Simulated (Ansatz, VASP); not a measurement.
# BeZn2Se3 in VASP and in Ansatz

The input INCAR:

```
SYSTEM = BeZn2Se3
ALGO = Normal
EDIFF = 1E-7
ENCUT = 520
GGA = PE
ISIF = 2
ISMEAR = 0
LASPH = .True.
LCHARG = .True.
LELF = .True.
LREAL = .False.
LVHAR = .True.
LWAVE = .False.
NBANDS = 31
NELM = 60
PREC = Accurate
SIGMA = 0.1
```

The input KPOINTS:

```
k-points
0
Gamma
  6 6 2
  0 0 0
```

POSCAR

```
BeZn2Se3
1.0
    3.8529041000      0.0000000000      0.0000000000
   -1.9264520500      3.3367128300      0.0000000000
    0.0000000000      0.0000000000      9.4376490800
Be Zn Se
1 2 3
Direct
    0.6666666700      0.3333333300      0.3333333300
    0.0000000000      0.0000000000      0.0000000000
    0.3333333300      0.6666666700      0.6666666700
    0.3333333300      0.6666666700      0.9166666700
    0.6666666700      0.3333333300      0.5833333300
    0.0000000000      0.0000000000      0.2500000000
```

Input for Ansatz:

```yaml
crystal:
  lattice:
    - [3.8529041, 0.0, 0.0]
    - [-1.92645205, 3.33671283, 0.0]
    - [0.0, 0.0, 9.43764908]
  atoms:
    - { symbol: Be, position: [0.66666667, 0.33333333, 0.33333333] }
    - { symbol: Zn, position: [0.0, 0.0, 0.0] }
    - { symbol: Zn, position: [0.33333333, 0.66666667, 0.66666667] }
    - { symbol: Se, position: [0.33333333, 0.66666667, 0.91666667] }
    - { symbol: Se, position: [0.66666667, 0.33333333, 0.58333333] }
    - { symbol: Se, position: [0.0, 0.0, 0.25] }
basis:
  ecutwfc: 420
kpoints:
  mp_grid: { grid: [6, 6, 2] }
hamiltonian:
  xc: pbe
scf:
  occupations: { method: gaussian, width: 0.1 }
  lower_state_search: "off"
output:
  forces: true
  stress: true
  eigenvalues: true
```

Alike in both runs: task single point; functional PBE; k mesh 6 × 6 × 2; occupations gaussian, width 0.1 eV; no spin polarisation.

|  | VASP | Ansatz |
| --- | --- | --- |
| version | VASP 6.6.1 | Ansatz 0.2.0 |
| potentials or method | VASP PAW PBE potentials, release 64 (Be, Zn, Se), cutoff 520 eV | scalar-relativistic, plane waves, PAW |
| valence electrons in the cell | 44 | 74 |

VASP gave:

- gap on the k mesh at the Fermi level (eV): 2.12
- least direct gap on the mesh (eV): 2.12
- pressure (GPa): 5.6
- traceless stress, the component that is largest in VASP (GPa): -0.10
- rms of the force components (eV/Å): 0.525

What did Ansatz give for the same quantities?

gap on the k mesh at the Fermi level (eV): 2.12; least direct gap on the mesh (eV): 2.12; pressure (GPa): 5.3; traceless stress, the component that is largest in VASP (GPa): -0.10; rms of the force components (eV/Å): 0.518.

Atom by atom the forces differ by 0.007 eV/Å (rms over components). The functional is the same, so the differences come from potentials, cutoffs and numerics. VASP's potentials hold 44 valence electrons a cell and Ansatz's 74, so a difference there can come from the potentials and not from the codes.
